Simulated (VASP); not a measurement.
InAs:

```
CELL_PARAMETERS angstrom
3.78968 0.00000 0.00000
-1.89484 3.28196 0.00000
0.00000 0.00000 4.13076
ATOMIC_POSITIONS crystal
In 0.00000 0.00000 0.00000
As 0.00000 0.00000 0.50000
```

| Property | Result |
| --- | --- |
| Program | VASP 6.6.1 |
| Task | relaxation of cell and atoms |
| Functional | PBE |
| Potentials or basis | VASP PAW PBE potentials, release 64 (In_d, As) |
| Cutoff | 600 eV |
| k mesh | 6 × 6 × 4 |
| Occupations | gaussian, width 0.1 eV |
| Spin | no spin polarisation |

At the start: pressure 38.1 GPa; volume 25.69 Å³/atom.

Problem. How do energy, volume and symmetry change on relaxing?

Solution. Over 21 steps the energy falls by 2229.8 meV/atom and the volume is 23.31 Å³/atom (-9.3 %); space group P6/mmm (No. 191, to 0.05 Å).

Step by step:
| step | energy change (eV) | largest force (eV/Å) | pressure (GPa) | volume (Å³) |
| --- | --- | --- | --- | --- |
| 1 | 0.0000 | 0.0000 | 38.14 | 51.38 |
| 2 | -2.1078 | 0.0000 | -7.44 | 98.30 |
| 3 | -2.4790 | 0.0000 | -7.14 | 91.37 |
| 4 | -2.7407 | 0.0000 | -7.19 | 86.36 |
| 5 | -3.4052 | 0.0000 | -4.15 | 68.66 |
| 6 | -3.4035 | 0.0000 | -5.52 | 71.25 |
| 7 | -3.4114 | 0.0000 | -4.91 | 69.97 |
| 8 | -3.8935 | 0.0000 | -6.36 | 61.57 |
| 9 | -3.6407 | 0.0000 | 20.17 | 38.92 |
| 10 | -4.2848 | 0.0000 | -6.00 | 54.29 |
| 11 | -4.3452 | 0.0000 | 3.05 | 45.07 |
| 12 | -4.4131 | 0.0000 | -3.13 | 49.72 |
| 13 | -4.4245 | 0.0000 | -1.53 | 48.16 |
| 14 | -4.4243 | 0.0000 | -1.96 | 48.57 |
| 15 | -4.4535 | 0.0000 | 0.66 | 46.07 |
| 16 | -4.4536 | 0.0000 | 1.26 | 45.66 |
| 17 | -4.4539 | 0.0000 | 0.95 | 45.86 |
| 18 | -4.4519 | 0.0000 | 0.91 | 46.13 |
| 19 | -4.4580 | 0.0000 | 0.84 | 45.99 |
| 20 | -4.4594 | 0.0000 | -0.30 | 46.85 |
| 21 | -4.4596 | 0.0000 | 0.01 | 46.61 |

Final structure:
```
CELL_PARAMETERS angstrom
3.11877 0.00000 0.00000
-1.55939 2.70094 0.00000
0.00000 0.00000 5.53333
ATOMIC_POSITIONS crystal
In 0.00000 0.00000 0.00000
As 0.00000 0.00000 0.50000
```

Caveat: the k points lie up to 0.39 Å⁻¹ apart in the final cell.
